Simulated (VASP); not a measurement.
Here is a VASP 6.6.1 calculation.

File INCAR:

```
SYSTEM = Cd3Te2S
  PREC = Accurate
  ENCUT = 520
  EDIFF = 1E-6
  ISMEAR = 0
  SIGMA = 0.1
  LREAL = .FALSE.
  LASPH = .TRUE.
  NELM = 60
  ALGO = Normal
  ISIF = 2
  LWAVE = .FALSE.
  LCHARG = .FALSE.
  GGA = PE
  NBANDS = 36
```

Contents of KPOINTS:

```
regular mesh
0
G
  10 10 4
  0 0 0
```

The input POSCAR:

```
Cd3Te2S
1.0
    3.9674273547      0.0000000000      0.0000000000
    0.0000000000      3.9674273547      0.0000000000
    0.0000000000      0.0000000000     11.4603253447
Cd Te S
3 2 1
Direct
    0.0000000000      0.0000000000      0.0000000000
    0.5000000000      0.0000000000      0.5904623050
    0.0000000000      0.5000000000      0.4095376950
    0.5000000000      0.0000000000      0.3293101355
    0.0000000000      0.5000000000      0.6706898645
    0.5000000000      0.5000000000      0.0000000000
```

Potentials or basis: VASP PAW PBE potentials, release 64 (Cd, Te, S).

Launch:

```bash
$ cat potpaw_PBE.64/Cd/POTCAR potpaw_PBE.64/Te/POTCAR potpaw_PBE.64/S/POTCAR > POTCAR
$ mpirun -np 1 vasp_std > vasp.out
```

(1) Estimate the pressure.

(2) What does it give for the band gap on the k mesh?

(3) Estimate the largest force.

Results:

(1) 0.2 GPa.

(2) zero (bands 27 and 28 overlap by 0.83 eV).

(3) 0.031 eV/Å.

Caveat: spin-orbit coupling is left out, which moves the levels of the heavy elements.
